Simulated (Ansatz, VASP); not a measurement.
Al3O2 in VASP and in Ansatz

```
Al O
1.0
     2.92848    0.00000    0.00000
    -1.46424    2.53614    0.00000
     0.00000    0.00000    9.06305
Al O
3 2
Cartesian
  0.0000 1.6908 2.1884
  0.0000 0.0000 4.5315
  1.4642 0.8454 6.8746
  1.4642 0.8454 1.4955
  0.0000 1.6908 7.5676
```

Change from the starting cell: species swapped into the Pm2O3 type (P-3m1, No. 164).

Alike in both runs: functional PBE; k mesh 6 × 6 × 4; occupations gaussian, width 0.1 eV; no spin polarisation.

Ansatz relaxed the structure, and its values are those at the end. VASP's run is a single point on that final structure, the one shown.

|  | VASP | Ansatz |
| --- | --- | --- |
| version | VASP 6.6.1 | Ansatz 0.2.0 |
| potentials or method | VASP PAW PBE potentials, release 64 (Al, O), cutoff 520 eV | scalar-relativistic, plane waves, PAW |
| valence electrons in the cell | 21 | 21 |

|  | VASP | Ansatz | Ansatz less VASP |
| --- | --- | --- | --- |
| gap on the k mesh at the Fermi level (eV) | none | none | - |
| pressure (GPa) | 0.3 | 0.3 | +0.02 |
| rms of the force components (eV/Å) | 0.005 | 0.009 | +0.0043 |

A gap of «none» marks a metal or a gap that the smearing closes. With one functional, cell and mesh, what is left measures potentials, basis and numerics.

The k mesh is coarse, so the values compare programs but aren't converged.
